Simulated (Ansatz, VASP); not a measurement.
## Ga in VASP and in Ansatz

The input INCAR:

```
SYSTEM = Ga
PREC = Accurate ; ENCUT = 520
EDIFF = 1E-7 ; ISMEAR = -1
SIGMA = 0.1 ; LREAL = .False.
LASPH = .True. ; NELM = 80
ALGO = Normal ; ISIF = 2
LWAVE = .False. ; LCHARG = .True.
GGA = B5 ; ALDAX = 1.0
AGGAX = 1.0 ; AGGAC = 1.0
ALDAC = 0.0 ; LELF = .True.
LVHAR = .True. ; NBANDS = 20
```

File KPOINTS:

```
Automatic mesh
0
Gamma
  13 13 7
  0 0 0
```

File POSCAR:

```
Ga
1.0
    3.1605418653      0.0000000000      0.0000000000
   -1.5802709327      2.7371095451      0.0000000000
    0.0000000000      0.0000000000      4.8772839973
Ga
2
Direct
    0.3333333333      0.6666666667      0.2500000000
    0.6666666667      0.3333333333      0.7500000000
```

Input for Ansatz:

```yaml
crystal:
  lattice:
    - [3.1605418653, 0.0, 0.0]
    - [-1.5802709327, 2.7371095451, 0.0]
    - [0.0, 0.0, 4.8772839973]
  atoms:
    - { symbol: Ga, position: [0.3333333333, 0.6666666667, 0.25] }
    - { symbol: Ga, position: [0.6666666667, 0.3333333333, 0.75] }
hamiltonian:
  xc: blyp
  pseudopotentials:
    kind: paw
    azcp:
      Ga: "pseudopotentials/Ga.paw.azcp"
basis:
  ecutwfc: 420
  fft_grid_basis: typed
kpoints:
  mp_grid: { grid: [13, 13, 7], shift: [0, 0, 0] }
magnetization:
  spin_polarized: false
scf:
  occupations: { method: fermi_dirac, width: 0.1 }
  lower_state_search: "off"
output:
  stress: true
  write_density: true
  write_potential: true
  elf: true
  volumetric_format: npy
```

Alike in both runs: task single point; functional BLYP; k mesh 13 × 13 × 7; occupations fermi-dirac, width 0.1 eV; no spin polarisation.

```csv
,VASP,Ansatz
version,VASP 6.6.1,Ansatz 0.2.0
potentials or method,"VASP PAW PBE potentials, release 64 (Ga_d), cutoff 520 eV","plane waves (420 eV) with PAW, scalar-relativistic"
valence electrons in the cell,26,26
```

VASP gave:

* pressure (GPa): 1.3
* traceless stress, the component that is largest in VASP (GPa): -0.10

Problem. What did Ansatz give for the same quantities?

Solution. Pressure (GPa): 1.4; traceless stress, the component that is largest in VASP (GPa): -0.10.

VASP's potentials were made for PBE, not for BLYP.
